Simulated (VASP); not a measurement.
# BN (zincblende type) in VASP: notebook, part 3 of 3

VASP 6.6.1. The steps go on from the part before.

## (5) Electric field gradients, PBEsol

Input file INCAR:

```
SYSTEM = BN
  PREC = Accurate
  ENCUT = 520
  EDIFF = 1E-8
  ISMEAR = -1
  SIGMA = 0.03
  LREAL = .FALSE.
  LASPH = .TRUE.
  NELM = 60
  ALGO = Normal
  ISIF = 2
  LWAVE = .FALSE.
  LCHARG = .FALSE.
  GGA = PS
  LEFG = .TRUE.
  NBANDS = 11
```

Input file KPOINTS:

```
Automatic mesh
0
G
  16 16 16
  0 0 0
```

Input file POSCAR:

```
BN
1.0
    0.0000000000      1.8123531715      1.8123531715
    1.8123531715      0.0000000000      1.8123531715
    1.8123531715      1.8123531715      0.0000000000
B N
1 1
Direct
    0.0000000000      0.0000000000      0.0000000000
    0.2500000000      0.2500000000      0.2500000000
```

Potentials or basis: VASP PAW PBE potentials, release 64 (B, N).

Command:

```bash
$ cat potpaw_PBE.64/B/POTCAR potpaw_PBE.64/N/POTCAR > POTCAR
$ mpirun -np 1 vasp_std > vasp.out
```

OUTCAR:

```text
SYSTEM = BN
   PREC = Accurate
   ENCUT = 520
   EDIFF = 1E-8
   ISMEAR = -1
   LREAL = .FALSE.
   LASPH = .TRUE.
   NELM = 60
   ISIF = 2
   GGA = PS

 ion  position               nearest neighbor table
   1  0.000  0.000  0.000-   2 1.57   2 1.57   2 1.57   2 1.57
   2  0.250  0.250  0.250-   1 1.57   1 1.57   1 1.57   1 1.57

  LATTYP: Found a face centered cubic cell.
 ALAT       =     3.6247063430

  Lattice vectors:

 A1 = (   0.0000000000,   1.8123531715,   1.8123531715)
 A2 = (   1.8123531715,   0.0000000000,   1.8123531715)
 A3 = (   1.8123531715,   1.8123531715,   0.0000000000)

Analysis of symmetry for initial positions (statically):
=====================================================================
 Subroutine PRICEL returns:
 Original cell was already a primitive cell.

 Routine SETGRP: Setting up the symmetry group for a
 face centered cubic supercell.

 Subroutine GETGRP returns: Found 24 space group operations
 (whereof 24 operations were pure point group operations)
 out of a pool of 48 trial point group operations.

The static configuration has the point symmetry T_d .

Analysis of symmetry for dynamics (positions and initial velocities):
=====================================================================
 Subroutine PRICEL returns:
 Original cell was already a primitive cell.

 Routine SETGRP: Setting up the symmetry group for a
 face centered cubic supercell.

 Subroutine GETGRP returns: Found 24 space group operations
 (whereof 24 operations were pure point group operations)
 out of a pool of 48 trial point group operations.

The dynamic configuration has the point symmetry T_d .

[... 478 lines left out ...]
      3       6.6283      2.00000
      4       7.1690      2.00000
      5      16.1829      0.00000
      6      16.1968      0.00000
      7      16.6771      0.00000
      8      18.2210      0.00000
      9      30.9759      0.00000
     10      31.3458      0.00000
     11      33.3180      0.00000

 [... further k-points ...]

------------------------ aborting loop because EDIFF is reached ----------------------------------------

  FORCE on cell =-STRESS in cart. coord.  units (eV):
  Direction    XX          YY          ZZ          XY          YZ          ZX
  --------------------------------------------------------------------------------------
  -------------------------------------------------------------------------------------
  Total       -0.3977171     -0.3977171     -0.3977171     -0.0000000      0.0000000      0.0000000
  in kB      -53.5212625    -53.5212625    -53.5212625     -0.0000000      0.0000000      0.0000000
  external PRESSURE =     -53.5212625 kB  Pullay stress =       0.0000000 kB

 VOLUME and BASIS-vectors are now :
 -----------------------------------------------------------------------------
  energy-cutoff  :      520.00
  volume of cell :       11.91
      direct lattice vectors                 reciprocal lattice vectors
     0.000000000  1.812353172  1.812353172    -0.275884418  0.275884418  0.275884418
     1.812353172  0.000000000  1.812353172     0.275884418 -0.275884418  0.275884418
     1.812353172  1.812353172  0.000000000     0.275884418  0.275884418 -0.275884418

 POSITION                                       TOTAL-FORCE (eV/Angst)
 -----------------------------------------------------------------------------------
      0.00000      0.00000      0.00000        -0.000000     -0.000000     -0.000000
      0.90618      0.90618      0.90618         0.000000      0.000000      0.000000
 -----------------------------------------------------------------------------------
    total drift:                                0.000000      0.000000      0.000000

  FREE ENERGIE OF THE ION-ELECTRON SYSTEM (eV)
  ---------------------------------------------------
  free  energy   TOTEN  =       -18.3443837868 eV

  energy  without entropy=      -18.3443837868  energy(sigma->0) =      -18.34438379

 Electric field gradients (V/A^2)
---------------------------------------------------------------------
 ion       V_xx      V_yy      V_zz      V_xy      V_xz      V_yz
---------------------------------------------------------------------
   1       0.000    -0.000    -0.000    -0.000    -0.000    -0.000
   2      -0.000    -0.000    -0.000    -0.000    -0.000    -0.000
---------------------------------------------------------------------

 Electric field gradients after diagonalization (V/A^2)
 (convention: |V_zz| > |V_xx| > |V_yy|)
----------------------------------------------------------------------
 ion       V_xx      V_yy      V_zz     asymmetry (V_yy - V_xx)/ V_zz
----------------------------------------------------------------------
   1       0.000     0.000    -0.000       0.000
   2       0.000     0.000    -0.000       0.000
----------------------------------------------------------------------

           NMR quadrupolar parameters

 Cq : quadrupolar parameter    Cq=e*Q*V_zz/h
 eta: asymmetry parameters     (V_yy - V_xx)/ V_zz
 Q  : nuclear electric quadrupole moment in mb (millibarn)
----------------------------------------------------------------------
 ion       Cq(MHz)       eta       Q (mb)
----------------------------------------------------------------------
   1      -0.000       0.000       1.000
   2      -0.000       0.000       1.000
----------------------------------------------------------------------
```

OSZICAR:

```text
N       E                     dE             d eps       ncg     rms          rms(c)
DAV:   1     0.921952715723E+01    0.92195E+01   -0.48808E+03  3254   0.718E+02
DAV:   2    -0.187669657585E+02   -0.27986E+02   -0.27212E+02  3845   0.164E+02
DAV:   3    -0.192761457532E+02   -0.50918E+00   -0.50833E+00  3789   0.189E+01
DAV:   4    -0.192767160926E+02   -0.57034E-03   -0.57033E-03  3438   0.710E-01
DAV:   5    -0.192767165987E+02   -0.50619E-06   -0.50577E-06  3688   0.209E-02    0.651E+00
DAV:   6    -0.184455283820E+02    0.83119E+00   -0.26805E+00  3358   0.932E+00    0.323E+00
DAV:   7    -0.183646341950E+02    0.80894E-01   -0.95378E-02  3622   0.249E+00    0.186E+00
DAV:   8    -0.183443703748E+02    0.20264E-01   -0.32049E-02  3568   0.123E+00    0.174E-01
DAV:   9    -0.183443616791E+02    0.86957E-05   -0.86350E-04  3412   0.243E-01    0.782E-02
DAV:  10    -0.183443818911E+02   -0.20212E-04   -0.63095E-05  3572   0.697E-02    0.130E-02
DAV:  11    -0.183443837599E+02   -0.18688E-05   -0.42662E-06  3558   0.158E-02    0.837E-03
DAV:  12    -0.183443837959E+02   -0.36018E-07   -0.10363E-06  3586   0.674E-03    0.350E-04
DAV:  13    -0.183443837868E+02    0.91279E-08   -0.12113E-08  2452   0.111E-03
   1 F= -.18344384E+02 E0= -.18344384E+02  d E =-.110150E-10
```

stdout:

```text
POSCAR found type information on POSCAR B N
 POSCAR found :  2 types and       2 ions
 scaLAPACK will be used
 -----------------------------------------------------------------------------
|                                                                             |
|                                                                             |
|     You enforced a specific xc type in the INCAR file but a different       |
|     I HOPE YOU KNOW WHAT YOU ARE DOING!                                     |
|                                                                             |
 -----------------------------------------------------------------------------

 LDA part: xc-table for (Slater+PW92), standard interpolation
 POSCAR, INCAR and KPOINTS ok, starting setup
 FFT: planning ... GRIDC
 FFT: planning ... GRID_SOFT
 FFT: planning ... GRID
 WAVECAR not read
 entering main loop
ion   1

ion   2
```

It took 24 s on 1 thread of AMD EPYC 9R45, shared host; peak memory 0.1 GiB.

What came out:

| Property | Result |
| --- | --- |
| Free energy | -18.3444 eV |
| Pressure | -5.4 GPa |
| Band gap on the k mesh | 4.27 eV, indirect (least direct gap 8.72 eV) |

Levels at points of the mesh, in eV from the valence-band top:
```csv
k point,band 1,band 2,band 3,band 4,band 5,band 6,band 7,band 8,band 9
"(0.00, 0.00, 0.00)",-20.16,0.00,0.00,0.00,8.72,8.72,8.72,10.14,24.36
"(0.50, 0.00, 0.00)",-15.93,-10.70,-1.93,-1.93,9.99,10.58,10.58,15.00,23.07
"(0.50, 0.50, 0.00)",-14.56,-8.91,-4.90,-4.90,4.27,9.05,17.75,17.75,20.48
```

Caveat: without QUAD_EFG the Cq values of the log hold for a quadrupole moment of 1 mb, not for the nuclei; the PAW data sets were made with another functional, which shifts forces and pressure a little. A k mesh can miss the band edges.

## (6) Electric field gradients, r2SCAN

POSCAR is that of step 5.

Input file INCAR.step1:

```
SYSTEM = BN
  ALGO = Normal
  EDIFF = 1E-4
  ENCUT = 520
  GGA = PE
  ISMEAR = -1
  LASPH = .True.
  LCHARG = .False.
  LREAL = .False.
  LWAVE = .True.
  NBANDS = 11
  NELM = 60
  PREC = Accurate
  SIGMA = 0.03
```

Input file INCAR.step2:

```
SYSTEM = BN
  ALGO = Normal
  EDIFF = 1E-8
  ENCUT = 520
  ISIF = 2
  ISMEAR = -1
  ISTART = 1
  LASPH = .True.
  LCHARG = .False.
  LEFG = .True.
  LMIXTAU = .True.
  LREAL = .False.
  LWAVE = .False.
  METAGGA = R2SCAN
  NBANDS = 11
  NELM = 60
  PREC = Accurate
  SIGMA = 0.03
```

Input file KPOINTS:

```
k-points
0
Gamma
  16 16 16
  0 0 0
```

Potentials or basis: VASP PAW PBE potentials, release 64 (B, N).

Command:

```bash
$ cat potpaw_PBE.64/B/POTCAR potpaw_PBE.64/N/POTCAR > POTCAR
$ cp INCAR.step1 INCAR
$ mpirun -np 1 vasp_std > vasp.out
$ cp INCAR.step2 INCAR
$ mpirun -np 1 vasp_std > vasp.out
```

OUTCAR:

```text
SYSTEM = BN
   EDIFF = 1E-8
   ENCUT = 520
   ISIF = 2
   ISMEAR = -1
   ISTART = 1
   LASPH = .True.
   LREAL = .False.
   METAGGA = R2SCAN
   NELM = 60
   PREC = Accurate

 ion  position               nearest neighbor table
   1  0.000  0.000  0.000-   2 1.57   2 1.57   2 1.57   2 1.57
   2  0.250  0.250  0.250-   1 1.57   1 1.57   1 1.57   1 1.57

  LATTYP: Found a face centered cubic cell.
 ALAT       =     3.6247063430

  Lattice vectors:

 A1 = (   0.0000000000,   1.8123531715,   1.8123531715)
 A2 = (   1.8123531715,   0.0000000000,   1.8123531715)
 A3 = (   1.8123531715,   1.8123531715,   0.0000000000)

Analysis of symmetry for initial positions (statically):
=====================================================================
 Subroutine PRICEL returns:
 Original cell was already a primitive cell.

 Routine SETGRP: Setting up the symmetry group for a
 face centered cubic supercell.

 Subroutine GETGRP returns: Found 24 space group operations
 (whereof 24 operations were pure point group operations)
 out of a pool of 48 trial point group operations.

The static configuration has the point symmetry T_d .

Analysis of symmetry for dynamics (positions and initial velocities):
=====================================================================
 Subroutine PRICEL returns:
 Original cell was already a primitive cell.

 Routine SETGRP: Setting up the symmetry group for a
 face centered cubic supercell.

 Subroutine GETGRP returns: Found 24 space group operations
 (whereof 24 operations were pure point group operations)
 out of a pool of 48 trial point group operations.

The dynamic configuration has the point symmetry T_d .
[... 478 lines left out ...]
      2       5.9681      2.00000
      3       6.4958      2.00000
      4       7.0456      2.00000
      5      16.8494      0.00000
      6      16.8587      0.00000
      7      17.3383      0.00000
      8      18.9171      0.00000
      9      32.4267      0.00000
     10      32.4356      0.00000
     11      34.5718      0.00000

 [... further k-points ...]

------------------------ aborting loop because EDIFF is reached ----------------------------------------

  FORCE on cell =-STRESS in cart. coord.  units (eV):
  Direction    XX          YY          ZZ          XY          YZ          ZX
  --------------------------------------------------------------------------------------
  -------------------------------------------------------------------------------------
  Total       -0.2744676     -0.2744676     -0.2744676      0.0000000      0.0000000      0.0000000
  in kB      -36.9354265    -36.9354265    -36.9354265      0.0000000      0.0000000      0.0000000
  external PRESSURE =     -36.9354265 kB  Pullay stress =       0.0000000 kB

 VOLUME and BASIS-vectors are now :
 -----------------------------------------------------------------------------
  energy-cutoff  :      520.00
  volume of cell :       11.91
      direct lattice vectors                 reciprocal lattice vectors
     0.000000000  1.812353172  1.812353172    -0.275884418  0.275884418  0.275884418
     1.812353172  0.000000000  1.812353172     0.275884418 -0.275884418  0.275884418
     1.812353172  1.812353172  0.000000000     0.275884418  0.275884418 -0.275884418

 POSITION                                       TOTAL-FORCE (eV/Angst)
 -----------------------------------------------------------------------------------
      0.00000      0.00000      0.00000         0.000000     -0.000000     -0.000000
      0.90618      0.90618      0.90618        -0.000000      0.000000      0.000000
 -----------------------------------------------------------------------------------
    total drift:                                0.000000      0.000000      0.000000

  FREE ENERGIE OF THE ION-ELECTRON SYSTEM (eV)
  ---------------------------------------------------
  free  energy   TOTEN  =       -19.1707357014 eV

  energy  without entropy=      -19.1707357013  energy(sigma->0) =      -19.17073570

 Electric field gradients (V/A^2)
---------------------------------------------------------------------
 ion       V_xx      V_yy      V_zz      V_xy      V_xz      V_yz
---------------------------------------------------------------------
   1      -0.000    -0.000    -0.000    -0.000    -0.000    -0.000
   2      -0.000    -0.000    -0.000    -0.000    -0.000    -0.000
---------------------------------------------------------------------

 Electric field gradients after diagonalization (V/A^2)
 (convention: |V_zz| > |V_xx| > |V_yy|)
----------------------------------------------------------------------
 ion       V_xx      V_yy      V_zz     asymmetry (V_yy - V_xx)/ V_zz
----------------------------------------------------------------------
   1       0.000     0.000    -0.000       0.000
   2       0.000     0.000    -0.000       0.000
----------------------------------------------------------------------

           NMR quadrupolar parameters

 Cq : quadrupolar parameter    Cq=e*Q*V_zz/h
 eta: asymmetry parameters     (V_yy - V_xx)/ V_zz
 Q  : nuclear electric quadrupole moment in mb (millibarn)
----------------------------------------------------------------------
 ion       Cq(MHz)       eta       Q (mb)
----------------------------------------------------------------------
   1      -0.000       0.000       1.000
   2      -0.000       0.000       1.000
----------------------------------------------------------------------
```

OUTCAR.step1:

```text
SYSTEM = BN
   EDIFF = 1E-4
   ENCUT = 520
   GGA = PE
   ISMEAR = -1
   LASPH = .True.
   LREAL = .False.
[... 555 lines left out ...]
      0.00000      0.00000      0.00000         0.000000      0.000000      0.000000
      0.90618      0.90618      0.90618        -0.000000     -0.000000     -0.000000
 -----------------------------------------------------------------------------------
    total drift:                               -0.000000     -0.000000     -0.000000

  FREE ENERGIE OF THE ION-ELECTRON SYSTEM (eV)
  ---------------------------------------------------
  free  energy   TOTEN  =       -17.4509989556 eV

  energy  without entropy=      -17.4509989556  energy(sigma->0) =      -17.45099896
```

OSZICAR.step1:

```text
N       E                     dE             d eps       ncg     rms          rms(c)
DAV:   1     0.102267025588E+02    0.10227E+02   -0.48837E+03  3254   0.718E+02
DAV:   2    -0.178906035226E+02   -0.28117E+02   -0.27379E+02  3845   0.165E+02
DAV:   3    -0.184031347781E+02   -0.51253E+00   -0.51167E+00  3777   0.190E+01
DAV:   4    -0.184037202128E+02   -0.58543E-03   -0.58542E-03  3429   0.721E-01
DAV:   5    -0.184037207517E+02   -0.53889E-06   -0.53884E-06  3437   0.216E-02    0.666E+00
DAV:   6    -0.175342540364E+02    0.86947E+00   -0.29480E+00  3352   0.988E+00    0.324E+00
DAV:   7    -0.174648129138E+02    0.69441E-01   -0.10050E-01  3574   0.262E+00    0.191E+00
DAV:   8    -0.174507394904E+02    0.14073E-01   -0.35212E-02  3558   0.136E+00    0.188E-01
DAV:   9    -0.174509105914E+02   -0.17110E-03   -0.97897E-04  3355   0.258E-01    0.828E-02
DAV:  10    -0.174509989556E+02   -0.88364E-04   -0.12339E-04  3502   0.948E-02
   1 F= -.17450999E+02 E0= -.17450999E+02  d E =-.279032E-11
```

Wall time 2.2 min (1 thread of AMD EPYC 9R45, shared host); peak memory 0.1 GiB.

Results:

```
Free energy            : -19.1707 eV
Pressure               : -3.7 GPa
Band gap on the k mesh : 4.97 eV, indirect (least direct gap 9.49 eV)
```

Caveat: without QUAD_EFG the Cq values of the log hold for a quadrupole moment of 1 mb, not for the nuclei; the PAW data sets were made with another functional, which shifts forces and pressure a little. r2SCAN opens gaps a little over a GGA but as a rule still falls short of measured ones.

## (7) Overview

| level | potentials or basis | cell | gap on the mesh (eV) | pressure (GPa) |
| --- | --- | --- | --- | --- |
| PBE | VASP PAW PBE potentials, release 64 (B, N) | a = 2.550 Å, angles 60.7°, 2 atoms | 4.41 | 0.4 |
| LDA | VASP PAW LDA potentials, release 64 (B, N) | a = 2.563 Å, angles 60.0°, 2 atoms | 4.33 | -13.0 |
| PBEsol | VASP PAW PBE potentials, release 64 (B, N) | a = 2.563 Å, angles 60.0°, 2 atoms | 4.27 | -5.4 |
| r2SCAN | VASP PAW PBE potentials, release 64 (B, N) | a = 2.563 Å, angles 60.0°, 2 atoms | 4.97 | -3.7 |

Alike in all rows: task electric field gradients; no spin polarisation; k mesh 16 × 16 × 16; cutoff (eV) 520; smearing fermi-dirac 0.03 eV.

Caveats: the PAW data sets were made with another functional, which shifts forces and pressure a little (some runs).

Total energies depend on the potentials used, so only differences within one code and one set of settings carry meaning.
